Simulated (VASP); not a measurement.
# AlPt (Pm-3m) in VASP: a series of runs

The runs below take AlPt through single point, with r2SCAN.

All numbers are computed with VASP 6.6.1; they aren't measurements. Logs are shortened: lines on timing, memory, paths and dates and some standing lists are left out, and cuts for length are marked.

## (1) The cell of the first run

The structure is cubic, space group Pm-3m (No. 221). Conventional cell: a = 3.028 Å, b = 3.028 Å, c = 3.028 Å, α = 90.00°, β = 90.00°, γ = 90.00°. Within 3.5 Å of Al (site symmetry m-3m) lie 8 Pt at 2.62 Å and 6 Al at 3.03 Å. Within 3.5 Å of Pt (site symmetry m-3m) lie 8 Al at 2.62 Å and 6 Pt at 3.03 Å.

## (2) Single point, r2SCAN

Contents of POSCAR:

```
AlPt
1.0
    3.0284355161      0.0000000000      0.0000000000
    0.0000000000      3.0284355161      0.0000000000
    0.0000000000      0.0000000000      3.0284355161
Al Pt
1 1
Direct
    0.0000000000      0.0000000000      0.0000000000
    0.5000000000      0.5000000000      0.5000000000
```

Contents of INCAR.step1:

```
PREC = Accurate
ENCUT = 520
ISMEAR = 1
SIGMA = 0.1
LREAL = False
LASPH = True
NELM = 80
NBANDS = 14
GGA = PE
ALGO = Normal
EDIFF = 1E-4
LWAVE = True
LCHARG = False
```

Contents of INCAR.step2:

```
PREC = Accurate
ENCUT = 520
EDIFF = 1E-6
ISMEAR = 1
SIGMA = 0.1
LREAL = False
LASPH = True
NELM = 80
ALGO = Normal
ISIF = 2
LWAVE = False
LCHARG = False
METAGGA = R2SCAN
LMIXTAU = True
NBANDS = 14
ISTART = 1
```

Contents of KPOINTS:

```
regular mesh
0
Gamma
  9 9 9
```

Potentials or basis: VASP PAW PBE potentials, release 64 (Al, Pt).

Started as:

```bash
$ cat potpaw_PBE.64/Al/POTCAR potpaw_PBE.64/Pt/POTCAR > POTCAR
$ cp INCAR.step1 INCAR
$ mpirun -np 1 vasp_std > vasp.out
$ cp INCAR.step2 INCAR
$ mpirun -np 1 vasp_std > vasp.out
```

OUTCAR:

```text
PREC = Accurate
   ENCUT = 520
   EDIFF = 1E-6
   ISMEAR = 1
   LREAL = False
   LASPH = True
   NELM = 80
   ISIF = 2
   METAGGA = R2SCAN
   ISTART = 1

 ion  position               nearest neighbor table
   1  0.000  0.000  0.000-   2 2.62   2 2.62   2 2.62   2 2.62   2 2.62   2 2.62   2 2.62   2 2.62

   2  0.500  0.500  0.500-   1 2.62   1 2.62   1 2.62   1 2.62   1 2.62   1 2.62   1 2.62   1 2.62

  LATTYP: Found a simple cubic cell.
 ALAT       =     3.0284355161

  Lattice vectors:

 A1 = (   3.0284355161,   0.0000000000,   0.0000000000)
 A2 = (   0.0000000000,   3.0284355161,   0.0000000000)
 A3 = (   0.0000000000,   0.0000000000,   3.0284355161)

Analysis of symmetry for initial positions (statically):
=====================================================================
 Subroutine PRICEL returns:
 Original cell was already a primitive cell.

 Routine SETGRP: Setting up the symmetry group for a
 simple cubic supercell.

 Subroutine GETGRP returns: Found 48 space group operations
[... 9 lines left out ...]

 Routine SETGRP: Setting up the symmetry group for a
 simple cubic supercell.

 Subroutine GETGRP returns: Found 48 space group operations
[... 11 lines left out ...]
                                     Primitive cell

  volume of cell :      27.7751

  direct lattice vectors                    reciprocal lattice vectors
     3.028435516  0.000000000  0.000000000     0.330203498  0.000000000  0.000000000
     0.000000000  3.028435516  0.000000000     0.000000000  0.330203498  0.000000000
     0.000000000  0.000000000  3.028435516     0.000000000  0.000000000  0.330203498

  length of vectors
     3.028435516  3.028435516  3.028435516     0.330203498  0.330203498  0.330203498

  position of ions in fractional coordinates (direct lattice)
     0.000000000  0.000000000  0.000000000
     0.500000000  0.500000000  0.500000000

  ion indices of the primitive-cell ions
   primitive index   ion index
                 1           1
                 2           2

----------------------------------------------------------------------------------------

 KPOINTS: regular mesh

Automatic generation of k-mesh.
 Grid dimensions read from file:
 generate k-points for:    9    9    9

 Generating k-lattice:

[... 60 lines left out ...]
   NELM   =     80;   NELMIN=  2; NELMDL=  0     # of ELM steps
   EDIFF  = 0.1E-05   stopping-criterion for ELM
   LREAL  =      F    real-space projection
   EDIFFG = 0.1E-04   stopping-criterion for IOM
   NSW    =      0    number of steps for IOM
   IBRION =     -1    ionic relax: 0-MD 1-quasi-New 2-CG
   NFREE  =      0    steps in history (QN), initial steepest desc. (CG)
   ISIF   =      2    stress and relaxation
   ISYM   =      2    0-nonsym 1-usesym 2-fastsym
   POTIM  = 0.5000    time-step for ionic-motion
   TEBEG  =    0.0;   TEEND  =   0.0 temperature during run
   PSTRESS=    0.0 pullay stress
   NELECT =      13.0000    total number of electrons
   NUPDOWN=      -1.0000    fix difference up-down
   EMIN   =  10.00;   EMAX   =-10.00  energy-range for DOS
   EFERMI =   0.00;   METHOD = LEGACY
   ISMEAR =     1;   SIGMA  =   0.10  broadening in eV -4-tet -1-fermi 0-gaus
   EFERMI_NEDOS =   21; number of points for ismear=-14 and -15
   IALGO  =     38    algorithm
   IMIX   =      4    mixing-type and parameters
     AMIX     =   0.40;   BMIX     =  1.00
     AMIX_MAG =   1.60;   BMIX_MAG =  1.00
  volume/ion in A,a.u.               =      13.89        93.72
  Fermi-wavevector in a.u.,A,eV,Ry     =   1.271074  2.401982 21.981980  1.615630
  Thomas-Fermi vector in A             =   2.404027
   LORBIT       =      0    0 simple, 1 ext, 2 COOP (PROOUT), +10 PAW based schemes
   METAGGA = R2SCAN    functional components
   LHFCALC =     F    Hartree Fock is set to
   AEXX    =    0.0000 exact exchange contribution
   IVDW    =     0    specifies the selected vdW correction
   LEPSILON=     F    determine dielectric tensor
   LRPA    =     F    only Hartree local field effects (RPA)
 non-spin polarized calculation
 Methfessel and Paxton  Order N= 1 SIGMA  =   0.10
  energy-cutoff  :      520.00
  volume of cell :       27.78
 maximum number of plane-waves:       756
 NGX is ok and might be reduce to    24
   NGX = 11   NGY = 11   NGZ = 11

 number of electron      13.0000002 magnetization

 Free energy of the ion-electron system (eV)
  ---------------------------------------------------
  ext. energy  EPLUGINS =         0.00000000
  ---------------------------------------------------
  free energy    TOTEN  =       -60.20436729 eV

  energy without entropy =      -60.20416403  energy(sigma->0) =      -60.20429954

 E-fermi :  11.6253     XC(G=0): -13.4706

 val. band max:       11.5256520075   @ k =   0.4444   0.3333   0.2222
 cond. band min:      11.6397733927   @ k =   0.3333   0.1111   0.1111
 fundamental gap:      0.1141213851
 Fermi energy:        11.6252579916

 k-point     1 :       0.0000    0.0000    0.0000
  band No.  band energies     occupation
      1      -1.1171      2.00000
      2       5.2673      2.00000
      3       5.2673      2.00000
      4       8.7012      2.00000
      5       8.7012      2.00000
      6       8.7012      2.00000
      7      15.9154      0.00000
      8      15.9154      0.00000
      9      15.9154      0.00000
     10      21.2884      0.00000
     11      21.2884      0.00000
     12      23.1799      0.00000
     13      30.5602      0.00000
     14      30.5602      0.00000
[... 377 lines left out ...]
      1       3.3618      2.00000
      2       4.8488      2.00000
      3       6.4280      2.00000
      4       6.8866      2.00000
      5       7.9020      2.00000
      6       8.6019      2.00000
      7      10.9543      2.00000
      8      14.6033      0.00000
      9      16.8285      0.00000
     10      19.8742      0.00000
     11      22.8663      0.00000
     12      23.9043      0.00000
     13      26.5819      0.00000
     14      28.7368      0.00000

 [... further k-points ...]
[... 5 lines left out ...]
  --------------------------------------------------------------------------------------
  -------------------------------------------------------------------------------------
  Total        1.4091035      1.4091035      1.4091035      0.0000000     -0.0000000     -0.0000000
  in kB       81.2827681     81.2827681     81.2827681      0.0000000     -0.0000000     -0.0000000
  external PRESSURE =      81.2827681 kB  Pullay stress =       0.0000000 kB

 VOLUME and BASIS-vectors are now :
 -----------------------------------------------------------------------------
  energy-cutoff  :      520.00
  volume of cell :       27.78
      direct lattice vectors                 reciprocal lattice vectors
     3.028435516  0.000000000  0.000000000     0.330203498  0.000000000  0.000000000
     0.000000000  3.028435516  0.000000000     0.000000000  0.330203498  0.000000000
     0.000000000  0.000000000  3.028435516     0.000000000  0.000000000  0.330203498

 POSITION                                       TOTAL-FORCE (eV/Angst)
 -----------------------------------------------------------------------------------
      0.00000      0.00000      0.00000         0.000000      0.000000      0.000000
      1.51422      1.51422      1.51422         0.000000      0.000000      0.000000
 -----------------------------------------------------------------------------------
    total drift:                                0.000000     -0.000000     -0.000000

  FREE ENERGIE OF THE ION-ELECTRON SYSTEM (eV)
  ---------------------------------------------------
  free  energy   TOTEN  =       -60.2043672903 eV

  energy  without entropy=      -60.2041640299  energy(sigma->0) =      -60.20429954
```

OUTCAR.step1:

```text
PREC = Accurate
   ENCUT = 520
   ISMEAR = 1
   LREAL = False
   LASPH = True
[... 631 lines left out ...]
      0.00000      0.00000      0.00000         0.000000      0.000000      0.000000
      1.51422      1.51422      1.51422         0.000000      0.000000      0.000000
 -----------------------------------------------------------------------------------
    total drift:                                0.000000     -0.000000     -0.000000

  FREE ENERGIE OF THE ION-ELECTRON SYSTEM (eV)
  ---------------------------------------------------
  free  energy   TOTEN  =       -11.6257850720 eV

  energy  without entropy=      -11.6251965402  energy(sigma->0) =      -11.62558889
```

Run time: 36 s. Hardware: 1 thread of Intel Xeon Platinum 8175M at 2.50GHz (Skylake/Cascade Lake), shared host; peak memory 0.15 GiB.

What came out:

```
Free energy : -60.2044 eV
Pressure    : 8.1 GPa
```

Caveat: the PAW data sets were made with another functional, which shifts forces and pressure a little; spin-orbit coupling is left out, which moves the levels of the heavy elements.

## (3) Single point, r2SCAN

This run uses another cell than the first one, of 14.18 Å³/atom, 1.021 times its volume.

Contents of POSCAR:

```
AlPt
1.0
    3.0497632294      0.0000000000      0.0000000000
    0.0000000000      3.0497632294      0.0000000000
    0.0000000000      0.0000000000      3.0497632294
Al Pt
1 1
Direct
    0.0000000000      0.0000000000      0.0000000000
    0.5000000000      0.5000000000      0.5000000000
```

Contents of INCAR.step1:

```
SYSTEM = AlPt
PREC     = Accurate       ! precision mode
ENCUT    = 520            ! plane-wave cutoff, eV
ISMEAR   = 1              ! smearing method
SIGMA    = 0.1            ! smearing width, eV
LREAL    = .FALSE.        ! projectors in reciprocal space
LASPH    = .TRUE.         ! aspherical terms in the spheres
NELM     = 100            ! most SCF steps
NBANDS   = 14             ! bands
GGA      = PE             ! functional
ALGO     = Normal         ! electronic algorithm
EDIFF    = 1E-4           ! SCF threshold, eV
LWAVE    = .TRUE.         ! write WAVECAR
LCHARG   = .FALSE.        ! write CHGCAR
```

Contents of INCAR.step2:

```
SYSTEM = AlPt
PREC     = Accurate       ! precision mode
ENCUT    = 520            ! plane-wave cutoff, eV
EDIFF    = 1E-6           ! SCF threshold, eV
ISMEAR   = 1              ! smearing method
SIGMA    = 0.1            ! smearing width, eV
LREAL    = .FALSE.        ! projectors in reciprocal space
LASPH    = .TRUE.         ! aspherical terms in the spheres
NELM     = 100            ! most SCF steps
ALGO     = Normal         ! electronic algorithm
ISIF     = 2              ! what is computed and relaxed
LWAVE    = .FALSE.        ! write WAVECAR
LCHARG   = .FALSE.        ! write CHGCAR
METAGGA  = R2SCAN         ! meta-GGA
LMIXTAU  = .TRUE.       
NBANDS   = 14             ! bands
ISTART   = 1
```

Contents of KPOINTS:

```
regular mesh
0
G
  9 9 9
  0 0 0
```

Potentials or basis: VASP PAW PBE potentials, release 64 (Al, Pt).

Started as:

```bash
$ cat potpaw_PBE.64/Al/POTCAR potpaw_PBE.64/Pt/POTCAR > POTCAR
$ cp INCAR.step1 INCAR
$ mpirun -np 1 vasp_std > vasp.out
$ cp INCAR.step2 INCAR
$ mpirun -np 1 vasp_std > vasp.out
```

OUTCAR:

```text
SYSTEM = AlPt
   PREC = Accurate
   ENCUT = 520
   EDIFF = 1E-6
   ISMEAR = 1
   LREAL = .FALSE.
   LASPH = .TRUE.
   NELM = 100
   ISIF = 2
   METAGGA = R2SCAN
   ISTART = 1

 ion  position               nearest neighbor table
   1  0.000  0.000  0.000-   2 2.64   2 2.64   2 2.64   2 2.64   2 2.64   2 2.64   2 2.64   2 2.64

   2  0.500  0.500  0.500-   1 2.64   1 2.64   1 2.64   1 2.64   1 2.64   1 2.64   1 2.64   1 2.64

  LATTYP: Found a simple cubic cell.
 ALAT       =     3.0497632294

  Lattice vectors:

 A1 = (   3.0497632294,   0.0000000000,   0.0000000000)
 A2 = (   0.0000000000,   3.0497632294,   0.0000000000)
 A3 = (   0.0000000000,   0.0000000000,   3.0497632294)

Analysis of symmetry for initial positions (statically):
=====================================================================
 Subroutine PRICEL returns:
 Original cell was already a primitive cell.

 Routine SETGRP: Setting up the symmetry group for a
 simple cubic supercell.

 Subroutine GETGRP returns: Found 48 space group operations
[... 9 lines left out ...]

 Routine SETGRP: Setting up the symmetry group for a
 simple cubic supercell.

 Subroutine GETGRP returns: Found 48 space group operations
[... 11 lines left out ...]
                                     Primitive cell
[... 146 lines left out ...]

 k-point     1 :       0.0000    0.0000    0.0000
  band No.  band energies     occupation
      1      -1.2489      2.00000
      2       5.1045      2.00000
      3       5.1045      2.00000
      4       8.4192      2.00000
      5       8.4192      2.00000
      6       8.4192      2.00000
      7      15.5344      0.00000
      8      15.5344      0.00000
      9      15.5344      0.00000
     10      20.8687      0.00000
     11      20.8687      0.00000
     12      22.5155      0.00000
     13      30.1506      0.00000
     14      30.1506      0.00000
[... 377 lines left out ...]
      1       3.1864      2.00000
      2       4.6624      2.00000
      3       6.2146      2.00000
      4       6.6671      2.00000
      5       7.6515      2.00000
      6       8.3315      2.00000
      7      10.6079      2.00000
      8      14.1948      0.00000
      9      16.3518      0.00000
     10      19.4253      0.00000
     11      22.3887      0.00000
     12      23.4551      0.00000
     13      26.0777      0.00000
     14      28.2147      0.00000

 [... further k-points ...]
[... 5 lines left out ...]
  --------------------------------------------------------------------------------------
  -------------------------------------------------------------------------------------
  Total        0.5712421      0.5712421      0.5712421      0.0000000      0.0000000     -0.0000000
  in kB       32.2650542     32.2650542     32.2650542      0.0000000      0.0000000     -0.0000000
  external PRESSURE =      32.2650542 kB  Pullay stress =       0.0000000 kB

 VOLUME and BASIS-vectors are now :
 -----------------------------------------------------------------------------
  energy-cutoff  :      520.00
  volume of cell :       28.37
      direct lattice vectors                 reciprocal lattice vectors
     3.049763229  0.000000000  0.000000000     0.327894307  0.000000000  0.000000000
     0.000000000  3.049763229  0.000000000     0.000000000  0.327894307  0.000000000
     0.000000000  0.000000000  3.049763229     0.000000000  0.000000000  0.327894307

 POSITION                                       TOTAL-FORCE (eV/Angst)
 -----------------------------------------------------------------------------------
      0.00000      0.00000      0.00000         0.000000      0.000000      0.000000
      1.52488      1.52488      1.52488         0.000000      0.000000      0.000000
 -----------------------------------------------------------------------------------
    total drift:                                0.000000     -0.000000     -0.000000

  FREE ENERGIE OF THE ION-ELECTRON SYSTEM (eV)
  ---------------------------------------------------
  free  energy   TOTEN  =       -60.2250957884 eV

  energy  without entropy=      -60.2249264109  energy(sigma->0) =      -60.22503933
```

OUTCAR.step1:

```text
SYSTEM = AlPt
   PREC = Accurate
   ENCUT = 520
   ISMEAR = 1
   LREAL = .FALSE.
   LASPH = .TRUE.
[... 631 lines left out ...]
      0.00000      0.00000      0.00000         0.000000      0.000000      0.000000
      1.52488      1.52488      1.52488         0.000000      0.000000      0.000000
 -----------------------------------------------------------------------------------
    total drift:                                0.000000     -0.000000     -0.000000

  FREE ENERGIE OF THE ION-ELECTRON SYSTEM (eV)
  ---------------------------------------------------
  free  energy   TOTEN  =       -11.6639024342 eV

  energy  without entropy=      -11.6634366723  energy(sigma->0) =      -11.66374718
```

OSZICAR.step1:

```text
N       E                     dE             d eps       ncg     rms          rms(c)
DAV:   1     0.445350548102E+02    0.44535E+02   -0.56592E+03  1004   0.773E+02
DAV:   2    -0.110556437199E+02   -0.55591E+02   -0.51186E+02  1226   0.166E+02
DAV:   3    -0.121910669562E+02   -0.11354E+01   -0.11299E+01  1214   0.219E+01
DAV:   4    -0.121972354081E+02   -0.61685E-02   -0.61681E-02  1184   0.202E+00
DAV:   5    -0.121973075016E+02   -0.72094E-04   -0.72094E-04  1268   0.215E-01    0.113E+01
DAV:   6    -0.117310504166E+02    0.46626E+00   -0.19148E+00  1052   0.101E+01    0.448E+00
DAV:   7    -0.116832109016E+02    0.47840E-01   -0.50148E-02  1064   0.171E+00    0.263E+00
DAV:   8    -0.116639440087E+02    0.19267E-01   -0.13869E-02  1154   0.857E-01    0.239E-01
DAV:   9    -0.116639024342E+02    0.41575E-04   -0.44592E-04  1190   0.146E-01
   1 F= -.11663902E+02 E0= -.11663747E+02  d E =-.465762E-03
```

Run time: 46 s. Hardware: 1 thread of Intel Xeon Platinum 8175M at 2.50GHz (Skylake/Cascade Lake), shared host; peak memory 0.15 GiB.

What came out:

```yaml
Free_energy: -60.2251 eV
Pressure: 3.2 GPa
```

Caveat: the PAW data sets were made with another functional, which shifts forces and pressure a little; spin-orbit coupling is left out, which moves the levels of the heavy elements.

## (4) Single point, r2SCAN

This run uses another cell than the first one, of 14.48 Å³/atom, 1.043 times its volume.

Contents of POSCAR:

```
AlPt
1.0
    3.0707967439      0.0000000000      0.0000000000
    0.0000000000      3.0707967439      0.0000000000
    0.0000000000      0.0000000000      3.0707967439
Al Pt
1 1
Direct
    0.0000000000      0.0000000000      0.0000000000
    0.5000000000      0.5000000000      0.5000000000
```

Contents of INCAR.step1:

```
ALGO     = Normal         # electronic algorithm
EDIFF    = 1E-4           # SCF threshold, eV
ENCUT    = 520            # plane-wave cutoff, eV
GGA      = PE             # functional
ISMEAR   = 1              # smearing method
LASPH    = True           # aspherical terms in the spheres
LCHARG   = False          # write CHGCAR
LREAL    = False          # projectors in reciprocal space
LWAVE    = True           # write WAVECAR
NBANDS   = 14             # bands
NELM     = 80             # most SCF steps
PREC     = Accurate       # precision mode
SIGMA    = 0.1            # smearing width, eV
```

Contents of INCAR.step2:

```
ALGO     = Normal         # electronic algorithm
EDIFF    = 1E-6           # SCF threshold, eV
ENCUT    = 520            # plane-wave cutoff, eV
ISIF     = 2              # what is computed and relaxed
ISMEAR   = 1              # smearing method
ISTART   = 1            
LASPH    = True           # aspherical terms in the spheres
LCHARG   = False          # write CHGCAR
LMIXTAU  = True         
LREAL    = False          # projectors in reciprocal space
LWAVE    = False          # write WAVECAR
METAGGA  = R2SCAN         # meta-GGA
NBANDS   = 14             # bands
NELM     = 80             # most SCF steps
PREC     = Accurate       # precision mode
SIGMA    = 0.1            # smearing width, eV
```

Contents of KPOINTS:

```
k-points
0
Gamma
  9 9 9
```

Started as:

```bash
$ cat potpaw_PBE.64/Al/POTCAR potpaw_PBE.64/Pt/POTCAR > POTCAR
$ cp INCAR.step1 INCAR
$ mpirun -np 1 vasp_std > vasp.out
$ cp INCAR.step2 INCAR
$ mpirun -np 1 vasp_std > vasp.out
```

Run time: 51 s. Hardware: 1 thread of Intel Xeon Platinum 8175M at 2.50GHz (Skylake/Cascade Lake), shared host; peak memory 0.15 GiB.

Results (log left out):

* Free energy: -60.2288 eV
* Pressure: -1.1 GPa

Levels at points of the mesh, in eV from the Fermi level:
```csv
k point,band 3,band 4,band 5,band 6,band 7,band 8,band 9,band 10
"(0.00, 0.00, 0.00)",-5.97,-2.77,-2.77,-2.77,4.25,4.25,4.25,9.54
```

Caveat: the PAW data sets were made with another functional, which shifts forces and pressure a little; spin-orbit coupling is left out, which moves the levels of the heavy elements.

## (5) Overview

```csv
cell,gap on the mesh (eV),pressure (GPa)
"a = 3.028 Å, 2 atoms",none,8.1
"a = 3.050 Å, 2 atoms",none,3.2
"a = 3.071 Å, 2 atoms",none,-1.1
```

Alike in all rows: task single point; level r2SCAN; potentials or basis VASP PAW PBE potentials, release 64 (Al, Pt); no spin polarisation; k mesh 9 × 9 × 9; cutoff (eV) 520; smearing methfessel-paxton 0.1 eV.

Caveats: the PAW data sets were made with another functional, which shifts forces and pressure a little; spin-orbit coupling is left out, which moves the levels of the heavy elements.

Absolute energies hang on the potentials; compare differences alone.
